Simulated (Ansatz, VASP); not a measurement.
# Two plane-wave programs on MnO2

Contents of INCAR:

```
  ALGO = Normal
  EDIFF = 1E-6
  ENCUT = 520
  GGA = PE
  ISIF = 2
  ISMEAR = 0
  ISPIN = 2
  LASPH = True
  LCHARG = False
  LDAU = True
  LDAUJ = 0 0
  LDAUL = 2 -1
  LDAUPRINT = 1
  LDAUTYPE = 2
  LDAUU = 3.9 0
  LMAXMIX = 4
  LORBIT = 11
  LREAL = False
  LWAVE = False
  MAGMOM = 4 -4 0 0 0 0
  NBANDS = 38
  NELM = 150
  PREC = Accurate
  SIGMA = 0.02
```

KPOINTS

```
k-points
0
Gamma
  12 12 6
```

File POSCAR:

```
MnO2
1.0
    1.3583965956     -0.7842706401      8.7183493550
   -1.3583965956     -0.7842706401      8.7183493550
    0.0000000000     -3.1370825605      8.7183493550
Mn O
2 4
Direct
    0.0000000000      0.0000000000      0.0000000000
    0.0000000000      0.0000000000      0.5000000000
    0.2643644900      0.2643644900      0.8678177550
    0.7356355100      0.7356355100      0.6321822450
    0.2643644900      0.2643644900      0.3678177550
    0.7356355100      0.7356355100      0.1321822450
```

Input for Ansatz:

```yaml
crystal:
  lattice:
    - [1.3583965956, -0.7842706401, 8.718349355]
    - [-1.3583965956, -0.7842706401, 8.718349355]
    - [0.0, -3.1370825605, 8.718349355]
  atoms:
    - { symbol: Mn, position: [0.0, 0.0, 0.0], spin: 4.0 }
    - { symbol: O, position: [0.26436449, 0.26436449, 0.867817755] }
    - { symbol: O, position: [0.73563551, 0.73563551, 0.632182245] }
    - { symbol: Mn, position: [0.0, 0.0, 0.5], spin: -4.0 }
    - { symbol: O, position: [0.26436449, 0.26436449, 0.367817755] }
    - { symbol: O, position: [0.73563551, 0.73563551, 0.132182245] }
basis:
  ecutwfc: 420
kpoints:
  mp_grid: { grid: [12, 12, 6] }
hamiltonian:
  xc: pbe
  hubbard: { sites: [{ species: Mn, l: d, u_eff: 3.9 }] }
scf:
  occupations: { method: gaussian, width: 0.02 }
output:
  forces: true
  stress: true
  eigenvalues: true
  populations: true
  write_density: true
  write_potential: true
  elf: true
  volumetric_format: npy
magnetization:
  spin_polarized: true
```

Alike in both runs: task single point; functional PBE; k mesh 12 × 12 × 6; occupations gaussian, width 0.02 eV; collinear spin; Hubbard terms Mn d U = 3.9 eV.

```csv
,VASP,Ansatz
version,VASP 6.6.1,Ansatz 0.2.0
potentials or method,"VASP PAW PBE potentials, release 64 (Mn_pv, O), cutoff 520 eV","scalar-relativistic, plane waves, PAW"
valence electrons in the cell,50,54
```

VASP gave:

```
gap on the k mesh at the Fermi level (eV)                     : 2.54
least direct gap on the mesh (eV)                             : 2.63
rms of the force components (eV/Å)                            : 1.546
net moment per atom (μB)                                      : 0.00
size of the moment on the site where the two differ most (μB) : 2.94
```

Estimate Ansatz's values.

gap on the k mesh at the Fermi level (eV): 2.44; least direct gap on the mesh (eV): 2.53; rms of the force components (eV/Å): 1.480; net moment per atom (μB): 0.00; size of the moment on the site where the two differ most (μB): 2.50.

Site moments also hang on the region over which each program counts them. The programs project onto different local orbitals, so the same U acts differently, and such runs can settle in different states. VASP's potentials hold 50 valence electrons a cell and Ansatz's 54, so a difference there can come from the potentials and not from the codes.

The k mesh is coarse, so the values compare programs but aren't converged.
